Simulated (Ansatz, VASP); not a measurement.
## CdS: VASP beside Ansatz

```
CELL_PARAMETERS angstrom
4.16460 0.00000 0.00000
-2.08230 3.60665 0.00000
0.00000 0.00000 6.90133
ATOMIC_POSITIONS crystal
Cd 0.33333 0.66667 0.00116
Cd 0.66667 0.33333 0.50116
S 0.33333 0.66667 0.37384
S 0.66667 0.33333 0.87384
```

Change from the starting cell: uniaxial_z strain +2.0%.

Alike in both runs: task single point; functional r2SCAN; k mesh 12 × 12 × 4; no spin polarisation.

```csv
,VASP,Ansatz
version,VASP 6.6.1,Ansatz 0.2.0
potentials or method,"VASP PAW PBE potentials, release 64 (Cd, S)","plane waves, PAW"
plane-wave cutoff (eV),520,500
occupations,"gaussian, width 0.01 eV",fixed
valence electrons in the cell,36,52
```

```csv
,VASP,Ansatz,Ansatz less VASP
gap on the k mesh at the Fermi level (eV),1.54,1.54,+0.007
pressure (GPa),-0.9,-1.2,-0.28
"traceless stress, the component that is largest in VASP (GPa)",-0.66,-0.66,+0.003
```

VASP's potentials were made for PBE, not for r2SCAN. VASP's potentials hold 36 valence electrons a cell and Ansatz's 52, so a difference there can come from the potentials and not from the codes.
